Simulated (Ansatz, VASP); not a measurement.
**One calculation of PbS, two programs**

File INCAR:

```
SYSTEM = PbS
  ALGO = Normal
  EDIFF = 1E-8
  ENCUT = 520
  GGA = PE
  ISIF = 2
  ISMEAR = -1
  LASPH = .True.
  LCHARG = .False.
  LEFG = .True.
  LREAL = .False.
  LWAVE = .False.
  NBANDS = 17
  NELM = 100
  PREC = Accurate
  SIGMA = 0.01
```

Contents of KPOINTS:

```
k-points
0
Gamma
  8 8 8
  0 0 0
```

POSCAR

```
PbS
1.0
    0.0000000000      3.0243000000      2.9650000000
    3.0243000000      0.0000000000      2.9650000000
    3.0243000000      3.0243000000      0.0000000000
Pb S
1 1
Direct
    0.0000000000      0.0000000000      0.0000000000
    0.5000000000      0.5000000000      0.5000000000
```

Input for Ansatz:

```yaml
crystal:
  lattice:
    - [0.0, 3.0243, 2.965]
    - [3.0243, 0.0, 2.965]
    - [3.0243, 3.0243, 0.0]
  atoms:
    - { symbol: Pb, position: [0.0, 0.0, 0.0] }
    - { symbol: S, position: [0.5, 0.5, 0.5] }
kpoints:
  mp_grid: { grid: [8, 8, 8] }
scf:
  occupations: { method: fermi_dirac, width: 0.01 }
hamiltonian:
  xc: pbe
  pseudopotentials: { kind: all_electron, datasets: crystal }
output:
  forces: true
  stress: true
  eigenvalues: true
  efg: { contact_densities: true }
```

Change from the starting cell: equal xx and yy strain of +2 %, crystal datasets.

Alike in both runs: task electric field gradients; functional PBE; k mesh 8 × 8 × 8; occupations fermi-dirac, width 0.01 eV; no spin polarisation.

|  | VASP | Ansatz |
| --- | --- | --- |
| version | VASP 6.6.1 | Ansatz 0.2.0 |
| potentials or method | VASP PAW PBE potentials, release 64 (Pb_d, S), cutoff 520 eV | all-electron PAW with datasets made for the crystal, scalar-relativistic |

Ansatz gave:

```
gap on the k mesh at the Fermi level (eV)                     : 0.48
pressure (GPa)                                                : 0.1
traceless stress, the component that is largest in VASP (GPa) : 1.48
size of Vzz on the site where it differs most (V/Å²)          : 62.6
```

Problem. Which values does VASP return?

Solution. gap on the k mesh at the Fermi level (eV): 0.49; pressure (GPa): 0.0; traceless stress, the component that is largest in VASP (GPa): 1.49; size of Vzz on the site where it differs most (V/Å²): 56.7.

Ansatz ran all-electron here, and VASP with PAW potentials.

Neither program's run includes spin-orbit coupling.
